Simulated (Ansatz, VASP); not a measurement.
Cu in VASP and in Ansatz

INCAR

```
SYSTEM = Cu
PREC = Accurate ; ENCUT = 520
EDIFF = 1E-6 ; ISMEAR = -1
SIGMA = 0.1 ; LREAL = .False.
LASPH = .True. ; NELM = 100
ALGO = Normal ; ISIF = 2
LWAVE = .False. ; LCHARG = .False.
GGA = B5 ; ALDAX = 1.0
AGGAX = 1.0 ; AGGAC = 1.0
ALDAC = 0.0 ; NBANDS = 30
```

The input KPOINTS:

```
regular mesh
0
Gamma
  15 15 4
  0 0 0
```

Contents of POSCAR:

```
Cu
1.0
    2.6200526489      0.0000000000      0.0000000000
   -1.3100263245      2.2690321532      0.0000000000
    0.0000000000      0.0000000000      8.5495696465
Cu
4
Direct
    0.0000000000      1.0000000000      0.0000000000
    0.0000000000      0.0000000000      0.5000000000
    0.3333333333      0.6666666667      0.2500000000
    0.6666666667      0.3333333333      0.7500000000
```

Input for Ansatz:

```yaml
crystal:
  lattice:
    - [2.6200526489, 0.0, 0.0]
    - [-1.3100263245, 2.2690321532, 0.0]
    - [0.0, 0.0, 8.5495696465]
  atoms:
    - { symbol: Cu, position: [0.0, 1.0, 0.0] }
    - { symbol: Cu, position: [0.0, 0.0, 0.5] }
    - { symbol: Cu, position: [0.3333333333, 0.6666666667, 0.25] }
    - { symbol: Cu, position: [0.6666666667, 0.3333333333, 0.75] }
hamiltonian:
  xc: blyp
  pseudopotentials:
    kind: paw
    azcp:
      Cu: "pseudopotentials/Cu.paw.azcp"
basis:
  ecutwfc: 420
  fft_grid_basis: typed
kpoints:
  mp_grid: { grid: [15, 15, 4], shift: [0, 0, 0] }
magnetization:
  spin_polarized: false
scf:
  occupations: { method: fermi_dirac, width: 0.1 }
  lower_state_search: "off"
output:
  stress: true
```

Alike in both runs: task single point; functional BLYP; k mesh 15 × 15 × 4; occupations fermi-dirac, width 0.1 eV; no spin polarisation.

|  | VASP | Ansatz |
| --- | --- | --- |
| version | VASP 6.6.1 | Ansatz 0.2.0 |
| potentials or method | VASP PAW PBE potentials, release 64 (Cu), cutoff 520 eV | plane waves (420 eV) with PAW, scalar-relativistic |
| valence electrons in the cell | 44 | 76 |

|  | VASP | Ansatz | Ansatz less VASP |
| --- | --- | --- | --- |
| pressure (GPa) | 0.6 | -0.1 | -0.65 |
| traceless stress, the component that is largest in VASP (GPa) | 0.88 | 0.89 | +0.014 |

VASP's potentials were made for PBE, not for BLYP. VASP's potentials hold 44 valence electrons a cell and Ansatz's 76, so a difference there can come from the potentials and not from the codes.
